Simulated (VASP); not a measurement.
# W18Se36F (a cell with a defect) (F interstitial hop between voids) in VASP: further runs

Runs on W18Se36F (a cell with a defect) (F interstitial hop between voids). Level: PBE. Tasks: single point.

Program: VASP 6.6.1. These are calculated values, not measurements. Logs are shortened: lines on timing, memory, paths and dates and some standing lists are left out, and cuts for length are marked.

### 1 The cell of the first run

The cell holds a defect, 55 atoms: a = 9.750 Å, b = 9.750 Å, c = 12.826 Å, α = 90.00°, β = 90.00°, γ = 120.00°.

### 2 Single point, PBE

INCAR reads:

```
PREC = Accurate
ENCUT = 520
EDIFF = 1E-6
ISMEAR = -1
SIGMA = 0.01
LREAL = Auto
LASPH = T
NELM = 80
ALGO = Normal
ISIF = 2
LWAVE = F
LCHARG = F
GGA = PE
NBANDS = 270
NELECT = 476.0
```

KPOINTS reads:

```
Automatic mesh
0
Gamma
  1 1 1
```

POSCAR reads:

```
W18Se36F
1.0
    9.7497821431      0.0000000862      0.0000000000
   -4.8748911462      8.4435589742      0.0000000000
    0.0000000000      0.0000000000     12.8261208300
W Se F
18 36 1
Direct
    0.2224849844      0.1106655081      0.7479781116
    0.1105834503      0.2224993673      0.2522549420
    0.2205383813      0.4435635532      0.7442958228
    0.1105797968      0.5547558348      0.2522484840
    0.2224975378      0.7784180246      0.7479836722
    0.1125323339      0.8896071852      0.2559440417
    0.5547571663      0.1106737476      0.7479840115
    0.4434744410      0.2205556943      0.2559318356
    0.5556397890      0.4447205505      0.7480227892
    0.4446218650      0.5556506687      0.2522027529
    0.5556451505      0.7775339857      0.7480169042
    0.4434722614      0.8896102646      0.2559305151
    0.8896022230      0.1126297816      0.7442972304
    0.7783109637      0.2225067318      0.2522510466
    0.8895931255      0.4435745715      0.7443065458
    0.7774340360      0.5556597062      0.2522071447
    0.8884540283      0.7775312478      0.7480215083
    0.7774360521      0.8884711317      0.2522101487
    0.1103459685      0.2228203290      0.8767208398
    0.2207872941      0.1123052777      0.3853311620
    0.1122938757      0.2208751645      0.6149002826
    0.2227226496      0.1103467967      0.1235103843
    0.1103528125      0.5541216092      0.8767267505
    0.2219796670      0.4443253299      0.3828499365
    0.1122842055      0.5580059854      0.6149123576
    0.2225406312      0.4445983423      0.1211467504
    0.1105261937      0.8885604451      0.8790798120
    0.2207863341      0.7751572619      0.3853264531
    0.1111078680      0.8888464049      0.6173768144
    0.2227226204      0.7790511676      0.1235070127
    0.4446027049      0.2226448793      0.8790799782
    0.5579017949      0.1123023278      0.3853317545
    0.4443194297      0.2220642323      0.6173861326
    0.5540177687      0.1103547790      0.1235048559
    0.4385346777      0.5525745428      0.8761912386
    0.5559384985      0.4454829671      0.3837294897
    0.4454637936      0.5560297400      0.6164974897
    0.5524783904      0.4385468033      0.1240300307
    0.4446151377      0.8885656701      0.8790825780
    0.5559336395      0.7771420761      0.3837238552
    0.4443106373      0.8888550092      0.6173722326
    0.5524769381      0.7806148407      0.1240374245
    0.7790510645      0.2228209147      0.8767296715
    0.8887572876      0.1111236763      0.3828525851
    0.7751637275      0.2208862166      0.6149089756
    0.8884671295      0.1105442055      0.1211512892
    0.7805936160      0.5525754358      0.8761985648
    0.8887548999      0.4443323459      0.3828507094
    0.7771297500      0.5560363947      0.6165040806
    0.8884664934      0.4446170334      0.1211464164
    0.7806058926      0.8946402239      0.8761940289
    0.8876009998      0.7771441423      0.3837329589
    0.7771407660      0.8877063073      0.6164946883
    0.8945472534      0.7806228443      0.1240389404
    0.6665227523      0.6665874551      0.0001165994
```

Potentials or basis: VASP PAW PBE potentials, release 64 (W_sv, Se, F).

Launch:

```sh
$ cat potpaw_PBE.64/W_sv/POTCAR potpaw_PBE.64/Se/POTCAR potpaw_PBE.64/F/POTCAR > POTCAR
$ mpirun -np 1 vasp_gam > vasp.out
```

OUTCAR:

```text
PREC = Accurate
   ENCUT = 520
   EDIFF = 1E-6
   ISMEAR = -1
   LREAL = Auto
   LASPH = T
   NELM = 80
   ISIF = 2
   GGA = PE
   NELECT = 476.0

 ion  position               nearest neighbor table
   1  0.222  0.111  0.748-  19 2.51  29 2.51  33 2.51  27 2.52  31 2.52  21 2.53   5 3.24   7 3.24
                            17 3.25   9 3.25  13 3.26   3 3.26
   2  0.111  0.222  0.252-  22 2.51  24 2.51  44 2.51  26 2.52  46 2.52  20 2.53   4 3.24  14 3.24
                            18 3.25  10 3.25   8 3.26   6 3.26
   3  0.221  0.444  0.744-  35 2.50  25 2.51  21 2.51  37 2.51  19 2.52  23 2.52  13 3.23  15 3.23
                             1 3.26   5 3.26   9 3.26  11 3.26
   4  0.111  0.555  0.252-  30 2.51  48 2.51  24 2.51  50 2.52  26 2.52  28 2.53   2 3.24  14 3.24
                            10 3.25  16 3.25  12 3.26   6 3.26
   5  0.222  0.778  0.748-  23 2.51  29 2.51  41 2.51  27 2.52  39 2.52  25 2.53   1 3.24   7 3.24
                            11 3.25  17 3.25  15 3.26   3 3.26
   6  0.113  0.890  0.256-  54 2.50  28 2.51  20 2.51  52 2.51  22 2.52  30 2.52  12 3.23   8 3.23
                             2 3.26   4 3.26  16 3.26  18 3.26
   7  0.555  0.111  0.748-  43 2.51  33 2.51  41 2.51  39 2.52  31 2.52  45 2.53   5 3.24   1 3.24
                            11 3.25   9 3.25  13 3.26  15 3.26
   8  0.443  0.221  0.256-  38 2.50  32 2.51  20 2.51  36 2.51  22 2.52  34 2.52  12 3.23   6 3.23
                            14 3.26   2 3.26  10 3.26  16 3.26
   9  0.556  0.445  0.748-  35 2.51  47 2.51  31 2.52  33 2.52  49 2.52  37 2.52  11 3.24  17 3.24
                             1 3.25   7 3.25   3 3.26  15 3.26
  10  0.445  0.556  0.252-  42 2.51  38 2.51  26 2.52  24 2.52  40 2.52  36 2.52  16 3.24  18 3.24
                             4 3.25   2 3.25   8 3.26  12 3.26
  11  0.556  0.778  0.748-  35 2.51  51 2.51  39 2.52  41 2.52  53 2.52  37 2.52  17 3.24   9 3.24
                             7 3.25   5 3.25  13 3.26   3 3.26
[... 48 lines left out ...]
  53  0.777  0.888  0.616-  13 2.51  17 2.52  11 2.52
  54  0.895  0.781  0.124-   6 2.50  16 2.51  18 2.51
  55  0.667  0.667  0.000-

  LATTYP: Found a hexagonal cell.
 ALAT       =     9.7497821431
 C/A-ratio  =     1.3155289669

  Lattice vectors:

 A1 = (   9.7497821431,   0.0000000862,   0.0000000000)
 A2 = (  -4.8748911462,   8.4435589742,   0.0000000000)
 A3 = (   0.0000000000,   0.0000000000,  12.8261208300)

Analysis of symmetry for initial positions (statically):
=====================================================================
 Subroutine PRICEL returns:
 Original cell was already a primitive cell.

 Routine SETGRP: Setting up the symmetry group for a
 hexagonal supercell.

 Subroutine GETGRP returns: Found  1 space group operations
 (whereof  1 operations were pure point group operations)
 out of a pool of 24 trial point group operations.

The static configuration has the point symmetry C_1 .

Analysis of symmetry for dynamics (positions and initial velocities):
=====================================================================
 Subroutine PRICEL returns:
 Original cell was already a primitive cell.

 Routine SETGRP: Setting up the symmetry group for a
 hexagonal supercell.

 Subroutine GETGRP returns: Found  1 space group operations
 (whereof  1 operations were pure point group operations)
 out of a pool of 24 trial point group operations.

The dynamic configuration has the point symmetry C_1 .

 Subroutine INISYM returns: Found  1 space group operations
 (whereof  1 operations are pure point group operations),
 and found     1 'primitive' translations

----------------------------------------------------------------------------------------

                                     Primitive cell

  volume of cell :    1055.8830

  direct lattice vectors                    reciprocal lattice vectors
     9.749782143  0.000000086  0.000000000     0.102566394  0.059216736  0.000000000
    -4.874891146  8.443558974  0.000000000    -0.000000001  0.118433471  0.000000000
[... 46 lines left out ...]
   TEBEG  =    0.0;   TEEND  =   0.0 temperature during run
   PSTRESS=    0.0 pullay stress
   NELECT =     476.0000    total number of electrons
   NUPDOWN=      -1.0000    fix difference up-down
   EMIN   =  10.00;   EMAX   =-10.00  energy-range for DOS
   EFERMI =   0.00;   METHOD = LEGACY
   ISMEAR =    -1;   SIGMA  =   0.01  broadening in eV -4-tet -1-fermi 0-gaus
   EFERMI_NEDOS =   21; number of points for ismear=-14 and -15
   IALGO  =     38    algorithm
   IMIX   =      4    mixing-type and parameters
     AMIX     =   0.40;   BMIX     =  1.00
     AMIX_MAG =   1.60;   BMIX_MAG =  1.00
  volume/ion in A,a.u.               =      19.20       129.55
  Fermi-wavevector in a.u.,A,eV,Ry     =   1.255274  2.372124 21.438876  1.575713
  Thomas-Fermi vector in A             =   2.389039
   LORBIT       =      0    0 simple, 1 ext, 2 COOP (PROOUT), +10 PAW based schemes
   GGA     = PE    functional components
   LHFCALC =     F    Hartree Fock is set to
   AEXX    =    0.0000 exact exchange contribution
   IVDW    =     0    specifies the selected vdW correction
   LEPSILON=     F    determine dielectric tensor
   LRPA    =     F    only Hartree local field effects (RPA)
 non-spin polarized calculation
  energy-cutoff  :      520.00
  volume of cell :     1055.88
 maximum number of plane-waves:     14202
 NGX is ok and might be reduce to    80
   NGX = 37   NGY = 37   NGZ = 47

 number of electron     476.0000009 magnetization

 Free energy of the ion-electron system (eV)
  ---------------------------------------------------
  ext. energy  EPLUGINS =         0.00000000
  ---------------------------------------------------
  free energy    TOTEN  =      -381.28154524 eV

  energy without entropy =     -381.28154524  energy(sigma->0) =     -381.28154524

 E-fermi :   7.1962     XC(G=0): -11.0113

 val. band max:        6.7941526898   @ k =   0.0000   0.0000   0.0000
 cond. band min:       8.2434678330   @ k =   0.0000   0.0000   0.0000
 fundamental gap:      1.4493151432
 Fermi energy:         7.1961922604

 k-point     1 :       0.0000    0.0000    0.0000
  band No.  band energies     occupation
      1     -67.4247      2.00000
      2     -67.4246      2.00000
      3     -67.4191      2.00000
      4     -67.4191      2.00000
      5     -67.4191      2.00000
      6     -67.4190      2.00000
[... 242 lines left out ...]
    249       8.4831      0.00000
    250       8.7023      0.00000
 [bands above 250 left out]

------------------------ aborting loop because EDIFF is reached ----------------------------------------

  FORCE on cell =-STRESS in cart. coord.  units (eV):
  Direction    XX          YY          ZZ          XY          YZ          ZX
  --------------------------------------------------------------------------------------
  -------------------------------------------------------------------------------------
  Total       70.6588282     70.6249499     64.1049143     -0.0244501     -0.0132822      0.0102103
  in kB      107.2164026    107.1649963     97.2716145     -0.0371001     -0.0201542      0.0154929
  external PRESSURE =     103.8843378 kB  Pullay stress =       0.0000000 kB

 VOLUME and BASIS-vectors are now :
 -----------------------------------------------------------------------------
  energy-cutoff  :      520.00
  volume of cell :     1055.88
      direct lattice vectors                 reciprocal lattice vectors
     9.749782143  0.000000086  0.000000000     0.102566394  0.059216736  0.000000000
    -4.874891146  8.443558974  0.000000000    -0.000000001  0.118433471  0.000000000
     0.000000000  0.000000000 12.826120830     0.000000000  0.000000000  0.077965896

 POSITION                                       TOTAL-FORCE (eV/Angst)
 -----------------------------------------------------------------------------------
      1.62970      0.93441      9.59366         0.001641      0.001577      0.005035
     -0.00650      1.87869      3.23545        -0.000917      0.001093     -0.005573
     -0.01212      3.74526      9.54643        -0.002321     -0.000064      0.001605
     -1.62625      4.68411      3.23537         0.000792     -0.001681     -0.002756
     -1.62540      6.57262      9.59373         0.000572     -0.000315      0.002432
     -3.23957      7.51145      3.28277         0.002244      0.001883     -0.002551
[... 47 lines left out ...]
      4.91619      6.59124      1.59094        -0.002865      0.003369     -0.058061
      3.24891      5.62837      0.00150         0.000596      0.000745     -0.000764
 -----------------------------------------------------------------------------------
    total drift:                                0.014526      0.030393     -0.000131

  FREE ENERGIE OF THE ION-ELECTRON SYSTEM (eV)
  ---------------------------------------------------
  free  energy   TOTEN  =      -381.2815452402 eV

  energy  without entropy=     -381.2815452402  energy(sigma->0) =     -381.28154524
```

Run time: 20 min. Hardware: 1 thread of AMD EPYC 7R13 (Zen 3), shared host; peak memory 1.1 GiB.

What came out:

```yaml
Free_energy: -381.2815 eV
Largest_force: 0.064 eV/Å
```

Forces in eV/Å, atoms in the order of the input:
```
W    0.002  0.002  0.005
W   -0.001  0.001 -0.006
W   -0.002  0.000  0.002
W    0.001 -0.002 -0.003
W    0.001  0.000  0.002
W    0.002  0.002 -0.003
W   -0.002  0.000  0.003
W    0.000 -0.003 -0.002
W    0.000 -0.008 -0.005
W   -0.008 -0.004  0.006
W   -0.008  0.002 -0.006
W   -0.003  0.001 -0.002
W    0.001  0.002  0.001
W    0.000  0.000 -0.003
W    0.003 -0.003  0.002
W    0.006 -0.006  0.006
W    0.007  0.002 -0.004
W   -0.002  0.007  0.004
Se   0.000  0.001  0.050
Se   0.008  0.002  0.053
Se  -0.002  0.006 -0.053
Se   0.002  0.002 -0.050
Se   0.003 -0.006  0.058
Se   0.000  0.002  0.044
Se  -0.003  0.010 -0.053
Se  -0.002  0.001 -0.052
Se   0.004 -0.002  0.053
Se   0.010 -0.004  0.053
Se  -0.002  0.000 -0.048
Se   0.006 -0.003 -0.055
Se   0.002 -0.002  0.051
Se   0.013  0.003  0.052
Se  -0.001  0.001 -0.043
Se  -0.006  0.001 -0.055
Se  -0.001 -0.004  0.055
Se   0.003  0.005  0.041
Se   0.002  0.004 -0.041
Se  -0.002 -0.001 -0.056
Se   0.000  0.003  0.056
Se  -0.003 -0.001  0.044
Se  -0.001  0.000 -0.042
Se   0.000 -0.010 -0.063
Se  -0.005  0.002  0.057
Se   0.000  0.000  0.051
Se  -0.009  0.006 -0.053
Se  -0.004  0.000 -0.054
Se  -0.007 -0.005  0.061
Se  -0.004 -0.003  0.043
Se   0.001 -0.003 -0.044
Se   0.001  0.002 -0.057
Se   0.003 -0.001  0.061
Se  -0.002  0.000  0.050
Se   0.001 -0.003 -0.052
Se  -0.003  0.003 -0.058
F    0.001  0.001 -0.001
```

Caveat: the k points lie up to 0.74 Å⁻¹ apart; the cell carries a net charge on a neutralising background, which shifts energy and pressure; the cell is charged against a uniform background, so pressure and absolute levels hang on convention; spin-orbit coupling is left out, which moves the levels of the heavy elements.

### 3 Single point, PBE

Edit INCAR of step 2 so:

```diff
@@ -11,4 +11,6 @@
 LWAVE = F
-LCHARG = F
+LCHARG = T
 GGA = PE
+LELF = T
+LVHAR = T
 NBANDS = 270
```

KPOINTS reads:

```
regular mesh
0
Gamma
  1 1 1
```

POSCAR reads:

```
W18Se36F
1.0
    9.7497821400      0.0000000800      0.0000000000
   -4.8748911500      8.4435589800      0.0000000000
    0.0000000000      0.0000000000     12.8261208300
W Se F
18 36 1
Direct
    0.2224672070      0.1115095531      0.7479214035
    0.1114945123      0.2224834110      0.2521527750
    0.2224594557      0.4444254954      0.7479211670
    0.1104104748      0.5564759992      0.2558278838
    0.2215954513      0.7775308994      0.7479245265
    0.1104103256      0.8874096888      0.2558245398
    0.5564574052      0.1104313743      0.7442512953
    0.4444093928      0.2224787457      0.2521524686
    0.5553815568      0.4444222124      0.7479214323
    0.4444090995      0.5554055697      0.2521529415
    0.5564601594      0.7794956822      0.7442476288
    0.4452765343      0.8893758007      0.2521501853
    0.8873926215      0.1104282394      0.7442498406
    0.7775149557      0.2216167607      0.2521524098
    0.8893576664      0.4452909496      0.7479263825
    0.7794812219      0.5564785939      0.2558286665
    0.8893518132      0.7775322883      0.7479265614
    0.7775186828      0.8893760067      0.2521494381
    0.1054247836      0.2194443512      0.8760967275
    0.2228757377      0.1123299225      0.3836327866
    0.1123135049      0.2228923679      0.6164411346
    0.2194306885      0.1054399668      0.1239782235
    0.1114556238      0.5554362868      0.8790300255
    0.2228736254      0.4440172995      0.3836329752
    0.1111461206      0.5557371785      0.6172976005
    0.2194289432      0.4474643435      0.1239784986
    0.1114539694      0.8894882201      0.8790279215
    0.2248563247      0.7791665214      0.3852237105
    0.1111462984      0.8888784178      0.6172996586
    0.2209725120      0.7772223076      0.1234157674
    0.4474438965      0.2194477198      0.8760984278
    0.5557205876      0.1111672193      0.3827783748
    0.4440000980      0.2228898115      0.6164410370
    0.5554205905      0.1114720853      0.1210468572
    0.4474444880      0.5614662576      0.8760941815
    0.5545547716      0.4440136099      0.3836330569
    0.4439937687      0.5545723026      0.6164402176
    0.5614540020      0.4474668376      0.1239793192
    0.4459021222      0.8896830906      0.8766581075
    0.5557251870      0.7780294442      0.3827774883
    0.4420166218      0.8877430204      0.6148533903
    0.5554227221      0.7774222794      0.1210450034
    0.7772034407      0.2209849356      0.8766610897
    0.8888657290      0.1111702011      0.3827756113
    0.7791447894      0.2248725627      0.6148537420
    0.8894740040      0.1114770060      0.1210477821
    0.7774007482      0.5554339313      0.8790291453
    0.8877242298      0.4420323423      0.3852261417
    0.7780104616      0.5557381908      0.6172984495
    0.8896678558      0.4459205472      0.1234171274
    0.7772002238      0.8896854127      0.8766603167
    0.8877231827      0.7791662727      0.3852242543
    0.7791465995      0.8877425149      0.6148515378
    0.8896670777      0.7772200096      0.1234145765
    0.3334389012      0.3334557695      0.0000442353
```

Potentials or basis: VASP PAW PBE potentials, release 64 (W_sv, Se, F).

Launch:

```sh
$ cat potpaw_PBE.64/W_sv/POTCAR potpaw_PBE.64/Se/POTCAR potpaw_PBE.64/F/POTCAR > POTCAR
$ mpirun -np 1 vasp_gam > vasp.out
```

It took 12 min on 1 thread of AMD EPYC 7R13 (Zen 3), shared host; peak memory 1.1 GiB.

It converged, with:

| Item | Value |
| --- | --- |
| Free energy | -381.2815 eV |
| Largest force | 0.063 eV/Å |

Forces in eV/Å, atoms in the order of the input:
```
W    0.002  0.001  0.002
W    0.000  0.002 -0.002
W    0.002  0.001  0.000
W   -0.001  0.002  0.002
W    0.001  0.000  0.001
W   -0.001 -0.001  0.004
W    0.003 -0.001 -0.003
W    0.000  0.002  0.000
W    0.000  0.000  0.000
W   -0.001 -0.001  0.000
W   -0.001  0.001 -0.003
W    0.001  0.000 -0.001
W   -0.001 -0.002 -0.003
W    0.000  0.001 -0.001
W    0.000  0.001  0.001
W    0.001  0.000  0.003
W    0.000 -0.001  0.002
W   -0.001 -0.001 -0.002
Se   0.001 -0.001  0.060
Se  -0.001  0.001  0.053
Se   0.002 -0.001 -0.055
Se  -0.003  0.002 -0.060
Se  -0.001 -0.003  0.057
Se  -0.001  0.005  0.045
Se   0.001  0.002 -0.045
Se   0.008  0.005 -0.063
Se   0.003  0.000  0.052
Se   0.007 -0.007  0.054
Se  -0.001  0.002 -0.051
Se   0.005 -0.002 -0.059
Se   0.000  0.009  0.062
Se   0.002  0.002  0.044
Se   0.003  0.000 -0.046
Se  -0.001 -0.002 -0.057
Se   0.003  0.002  0.055
Se  -0.002 -0.004  0.043
Se  -0.001 -0.003 -0.043
Se   0.000  0.003 -0.055
Se   0.007 -0.001  0.060
Se  -0.001 -0.001  0.045
Se  -0.011 -0.003 -0.052
Se  -0.001 -0.001 -0.052
Se  -0.004  0.004  0.058
Se   0.001  0.000  0.053
Se  -0.009  0.003 -0.052
Se  -0.001  0.003 -0.053
Se   0.000 -0.002  0.051
Se   0.003 -0.011  0.053
Se  -0.001 -0.001 -0.044
Se  -0.005  0.005 -0.058
Se  -0.001 -0.001  0.052
Se   0.003 -0.008  0.054
Se  -0.007 -0.002 -0.054
Se  -0.001 -0.001 -0.053
F   -0.001 -0.001 -0.001
```

Levels at points of the mesh, in eV from the Fermi level:
```tsv
k point	band 235	band 236	band 237	band 238	band 239	band 240	band 241	band 242
(0.00, 0.00, 0.00)	-0.81	-0.53	-0.51	-0.37	1.08	1.08	1.09	1.09
```

Caveat: the k points lie up to 0.74 Å⁻¹ apart; the cell carries a net charge on a neutralising background, which shifts energy and pressure; the cell is charged against a uniform background, so pressure and absolute levels hang on convention; spin-orbit coupling is left out, which moves the levels of the heavy elements.
